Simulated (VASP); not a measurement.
Runs of VASP 6.6.1 on Al4O. The structure is that of space group P6/mmm (No. 191), or close to it. The cells are those of the table. The cell was built from a structure type or drawn by symmetry, and may not be a known phase.

```csv
task,spin,cell,k mesh,cutoff (eV),gap on the mesh (eV),pressure (GPa),moment (μB),relaxed volume (Å³/atom)
relaxation of cell and atoms,"collinear, ferromagnetic start","relaxed from a = 4.216, b = 4.216, c = 5.617 Å, angles 90.0, 90.0, 120.0°, 5 atoms",6 × 6 × 4,600,none,0.0,0.00,(b)
relaxation of cell and atoms,off,"relaxed from a = 5.646, b = 5.646, c = 3.432 Å, angles 90.0, 90.0, 120.0°, 5 atoms",6 × 6 × 6,600,none,0.1,-,18.85
single point,off,"a = 5.652, b = 5.652, c = 3.412 Å, angles 90.0, 90.0, 120.0°, 5 atoms",6 × 6 × 6,520,none,0.0,-,-
single point,"collinear, ferromagnetic start","a = 5.646, b = 5.646, c = 3.432 Å, angles 90.0, 90.0, 120.0°, 5 atoms",6 × 6 × 4,520,none,-0.1,0.00,-
single point,"collinear, ferromagnetic start","a = 4.216, b = 4.216, c = 5.617 Å, angles 90.0, 90.0, 120.0°, 5 atoms",6 × 6 × 4,520,none,(a),0.81,-
single point,off,"a = 5.659, b = 5.659, c = 3.412 Å, angles 90.0, 90.0, 120.0°, 5 atoms",12 × 12 × 12,520,none,0.0,-,-
```

Alike in all rows: level PBE; potentials or basis VASP PAW PBE potentials, release 64 (Al, O); smearing gaussian 0.1 eV.

**Question.** Fill in the values left out.

**Answer.** (a) 70.7; (b) 18.44.

Caveats: some runs use coarse meshes; a cell axis changed by over 15 % at a fixed basis, so the end point is rough (at least some runs); the cell stands under pressure (at least some runs).

A gap of «none» marks levels without a gap at the run's occupations.
